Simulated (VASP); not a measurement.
# TiAl3 (I4/mmm) in VASP: further runs, part 3 of 3

VASP 6.6.1.

## (6) Single point, LDA (16.76 Å³/atom)

This run uses another cell than the first one, of 16.76 Å³/atom.

INCAR

```
PREC = Accurate
ENCUT = 520
EDIFF = 1E-6
ISMEAR = 0
SIGMA = 0.15
LREAL = False
LASPH = True
NELM = 80
ALGO = Fast
ISIF = 2
LWAVE = False
LCHARG = True
LELF = True
LVHAR = True
NBANDS = 18
```

KPOINTS

```
Automatic mesh
0
Gamma
  16 16 16
```

POSCAR

```
TiAl3
1.0
   -1.9369508476      1.9369508476      4.4664149594
    1.9369508476     -1.9369508476      4.4664149594
    1.9369508476      1.9369508476     -4.4664149594
Ti Al
1 3
Direct
    0.0000000000      0.0000000000      0.0000000000
    0.5000000000      0.5000000000      0.0000000000
    0.7500000000      0.2500000000      0.5000000000
    0.2500000000      0.7500000000      0.5000000000
```

Potentials or basis: VASP PAW LDA potentials, release 64 (Ti_sv, Al).

Run with:

```sh
> cat potpaw_LDA.64/Ti_sv/POTCAR potpaw_LDA.64/Al/POTCAR > POTCAR
> mpirun -np 1 vasp_std > vasp.out
```

OUTCAR:

```text
PREC = Accurate
   ENCUT = 520
   EDIFF = 1E-6
   ISMEAR = 0
   LREAL = False
   LASPH = True
   NELM = 80
   ISIF = 2

 ion  position               nearest neighbor table
   1  0.000  0.000  0.000-   2 2.74   2 2.74   2 2.74   2 2.74   4 2.96   3 2.96   4 2.96   4 2.96
                             3 2.96   3 2.96   4 2.96   3 2.96
   2  0.500  0.500  0.000-   1 2.74   1 2.74   1 2.74   1 2.74   4 2.96   3 2.96   4 2.96   3 2.96
                             4 2.96   4 2.96   3 2.96   3 2.96
   3  0.750  0.250  0.500-   4 2.74   4 2.74   4 2.74   4 2.74   2 2.96   1 2.96   2 2.96   1 2.96
                             2 2.96   2 2.96   1 2.96   1 2.96
   4  0.250  0.750  0.500-   3 2.74   3 2.74   3 2.74   3 2.74   2 2.96   1 2.96   2 2.96   2 2.96
                             1 2.96   1 2.96   2 2.96   1 2.96

  LATTYP: Found a body centered tetragonal cell.
 ALAT       =     3.8739016952
 C/A-ratio  =     2.3059000000

  Lattice vectors:

 A1 = (  -1.9369508476,   1.9369508476,   4.4664149594)
 A2 = (   1.9369508476,  -1.9369508476,   4.4664149594)
 A3 = (   1.9369508476,   1.9369508476,  -4.4664149594)

Analysis of symmetry for initial positions (statically):
=====================================================================
[... 174 lines left out ...]

  energy without entropy =      -22.56937819  energy(sigma->0) =      -22.57887099

 E-fermi :   7.4474     XC(G=0): -10.7055

 val. band max:        7.4459128656   @ k =  -0.3125  -0.3750   0.0625
 cond. band min:       7.4490180072   @ k =  -0.3750  -0.4375   0.3750
 fundamental gap:      0.0031051416
 Fermi energy:         7.4473612051

 k-point     1 :       0.0000    0.0000    0.0000
  band No.  band energies     occupation
      1     -48.4744      2.00000
      2     -25.1571      2.00000
      3     -25.1571      2.00000
      4     -25.0962      2.00000
      5      -2.2684      2.00000
      6       4.4011      2.00000
[... 481 lines left out ...]
      5      -2.1893      2.00000
      6       4.4693      2.00000
[... 10 lines left out ...]
     17      11.0433      0.00000
     18      11.3683      0.00000

 [... further k-points ...]
[... 5 lines left out ...]
  --------------------------------------------------------------------------------------
  -------------------------------------------------------------------------------------
  Total       -3.3954602     -3.3954602     -4.9140386      0.0000000      0.0000000      0.0000000
  in kB      -81.1620431    -81.1620431   -117.4607806      0.0000000      0.0000000      0.0000000
  external PRESSURE =     -93.2616223 kB  Pullay stress =       0.0000000 kB

 VOLUME and BASIS-vectors are now :
 -----------------------------------------------------------------------------
  energy-cutoff  :      520.00
  volume of cell :       67.03
      direct lattice vectors                 reciprocal lattice vectors
    -1.936950848  1.936950848  4.466414959     0.000000000  0.258137681  0.111946607
     1.936950848 -1.936950848  4.466414959     0.258137681  0.000000000  0.111946607
     1.936950848  1.936950848 -4.466414959     0.258137681  0.258137681  0.000000000

 POSITION                                       TOTAL-FORCE (eV/Angst)
 -----------------------------------------------------------------------------------
      0.00000      0.00000      0.00000         0.000000     -0.000000     -0.000000
      0.00000      0.00000      4.46641         0.000000     -0.000000     -0.000000
      0.00000      1.93695      2.23321         0.000000     -0.000000     -0.000000
      1.93695      0.00000      2.23321        -0.000000      0.000000      0.000000
 -----------------------------------------------------------------------------------
    total drift:                               -0.000000     -0.000000     -0.000000

  FREE ENERGIE OF THE ION-ELECTRON SYSTEM (eV)
  ---------------------------------------------------
  free  energy   TOTEN  =       -22.5883637894 eV

  energy  without entropy=      -22.5693781923  energy(sigma->0) =      -22.57887099
```

OSZICAR:

```text
N       E                     dE             d eps       ncg     rms          rms(c)
DAV:   1     0.115979960360E+03    0.11598E+03   -0.91128E+03 12564   0.106E+03
DAV:   2    -0.161902717692E+02   -0.13217E+03   -0.12867E+03 12822   0.278E+02
DAV:   3    -0.244456154417E+02   -0.82553E+01   -0.80834E+01 19910   0.640E+01
[... 21 lines left out ...]
RMM:  25    -0.225883597568E+02   -0.19240E-05   -0.21547E-05 14361   0.141E-02    0.325E-03
RMM:  26    -0.225883612798E+02   -0.15230E-05   -0.17358E-05 13394   0.122E-02    0.265E-03
RMM:  27    -0.225883623149E+02   -0.10351E-05   -0.12131E-05 13090   0.110E-02    0.287E-03
RMM:  28    -0.225883631938E+02   -0.87894E-06   -0.10520E-05 12952   0.103E-02    0.230E-03
RMM:  29    -0.225883637894E+02   -0.59557E-06   -0.73477E-06 12203   0.932E-03
   1 F= -.22588364E+02 E0= -.22578871E+02  d E =-.189856E-01
```

Wall time 21 min (1 thread of Intel Xeon Platinum 8259CL at 2.50GHz (Skylake/Cascade Lake), shared host); peak memory 0.51 GiB.

Results:

- Free energy: -22.5884 eV
- Pressure: -9.3 GPa
- Band gap on the k mesh: zero (an odd number of electrons rules out a gap without spin polarisation)

Caveat: the cell stands under tension.

## (7) Summary

```tsv
cell	further INCAR settings	gap on the mesh (eV)	pressure (GPa)
a = 4.779 Å, angles 136.6, 136.6, 63.0°, 4 atoms	ALGO = Fast; EDIFF = 1e-06; NBANDS = 18	none	29.4
a = 4.831 Å, angles 137.5, 137.5, 61.7°, 4 atoms	ALGO = Fast; EDIFF = 1e-06; NBANDS = 18	none	29.8
a = 5.101 Å, angles 135.7, 135.7, 64.4°, 4 atoms	ALGO = Fast; EDIFF = 1e-07; NBANDS = 18	none	-5.3
a = 5.036 Å, angles 133.0, 133.0, 68.6°, 4 atoms	ALGO = Fast; EDIFF = 1e-06; NBANDS = 18	none	-9.3
a = 5.240 Å, angles 136.6, 136.6, 63.0°, 4 atoms	ALGO = Fast; EDIFF = 1e-06; NBANDS = 18	none	-9.3
```

Alike in all rows: task single point; level LDA; potentials or basis VASP PAW LDA potentials, release 64 (Ti_sv, Al); no spin polarisation; k mesh 16 × 16 × 16; cutoff (eV) 520; smearing gaussian 0.15 eV.

Caveats: the cell stands under tension (at least some runs); the cell stands under pressure (at least some runs).

Absolute energies hang on the potentials; compare differences alone.
